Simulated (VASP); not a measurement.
Input of a VASP 6.6.1 run:

Contents of INCAR:

```
PREC = Accurate ; ENCUT = 520
EDIFF = 1E-7 ; ISMEAR = -1
SIGMA = 0.1 ; LREAL = F
LASPH = T ; NELM = 60
ALGO = Normal ; ISIF = 2
LWAVE = F ; LCHARG = F
GGA = PS ; NBANDS = 10
```

File KPOINTS:

```
Automatic mesh
0
Gamma
  15 15 15
```

File POSCAR:

```
Re
1.0
    2.4078199927      0.0000000000      0.0000000000
    0.0000000000      2.4078199927      0.0000000000
    0.0000000000      0.0000000000      2.4078199927
Re
1
Direct
    0.0000000000      0.0000000000      0.0000000000
```

Potentials or basis: VASP PAW PBE potentials, release 64 (Re).

Run with:

```console
$ cat potpaw_PBE.64/Re/POTCAR > POTCAR
$ mpirun -np 1 vasp_std > vasp.out
```

Task: Predict the pressure.

Result: 70.3 GPa.

Caveat: the PAW data sets were made with another functional, which shifts forces and pressure a little.
